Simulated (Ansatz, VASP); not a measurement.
# CsPbCl3: VASP beside Ansatz

INCAR

```
ALGO = Normal
EDIFF = 1E-6
ENCUT = 500
GGA = LIBXC
GGA_COMPAT = False
ISIF = 2
ISMEAR = -1
LASPH = True
LCHARG = True
LELF = True
LIBXC1 = GGA_X_B88
LIBXC2 = GGA_C_PBE
LREAL = False
LVHAR = True
LWAVE = False
NBANDS = 30
NELM = 120
PREC = Accurate
SIGMA = 0.05
```

KPOINTS

```
k-points
0
Gamma
  5 5 5
```

POSCAR

```
CsPbCl3
1.0
    5.6421202871      0.0000000000      0.0000000000
    0.0000000000      5.6421202871      0.0000000000
    0.0000000000      0.0000000000      5.6421202871
Pb Cs Cl
1 1 3
Direct
    0.5000000000      0.5000000000      0.5000000000
    0.0000000000      0.0000000000      0.0000000000
    0.5000000000      0.0000000000      0.5000000000
    0.0000000000      0.5000000000      0.5000000000
    0.5000000000      0.5000000000      0.0000000000
```

input.yaml

```yaml
crystal:
  lattice:
    - [5.6421202871, 0.0, 0.0]
    - [0.0, 5.6421202871, 0.0]
    - [0.0, 0.0, 5.6421202871]
  atoms:
    - { symbol: Pb, position: [0.5, 0.5, 0.5] }
    - { symbol: Cs, position: [0.0, 0.0, 0.0] }
    - { symbol: Cl, position: [0.5, 0.0, 0.5] }
    - { symbol: Cl, position: [0.0, 0.5, 0.5] }
    - { symbol: Cl, position: [0.5, 0.5, 0.0] }
hamiltonian:
  xc: { exchange: b88, correlation: pbe }
  pseudopotentials: { kind: paw }
kpoints:
  mp_grid: { grid: [5, 5, 5] }
scf:
  occupations: { method: fermi_dirac, width: 0.05 }
output:
  forces: true
  stress: true
  eigenvalues: true
```

Alike in both runs: task single point; functional b88 exchange, pbe correlation; k mesh 5 × 5 × 5; occupations fermi-dirac, width 0.05 eV; no spin polarisation.

```csv
,VASP,Ansatz
version,VASP 6.6.1,Ansatz 0.2.0
potentials or method,"VASP PAW PBE potentials, release 64 (Pb_d, Cs_sv, Cl)",Ansatz PAW
plane-wave cutoff (eV),500,420
valence electrons in the cell,44,44
```

VASP gave:

| Item | Value |
| --- | --- |
| gap on the k mesh at the Fermi level (eV) | 3.02 |
| least direct gap on the mesh (eV) | 3.02 |
| pressure (GPa) | 1.3 |

Question: Estimate Ansatz's values.

Answer: gap on the k mesh at the Fermi level (eV): 3.01; least direct gap on the mesh (eV): 3.01; pressure (GPa): 1.4.

VASP's potentials were made for PBE, not for b88 exchange, pbe correlation. The functional is the same, so the differences come from potentials, cutoffs and numerics.

Spin-orbit coupling is off throughout. Noted on Ansatz's run: odd divisions of the mesh miss points on the zone boundary, where band edges often lie, so the gap on the mesh can be too wide.
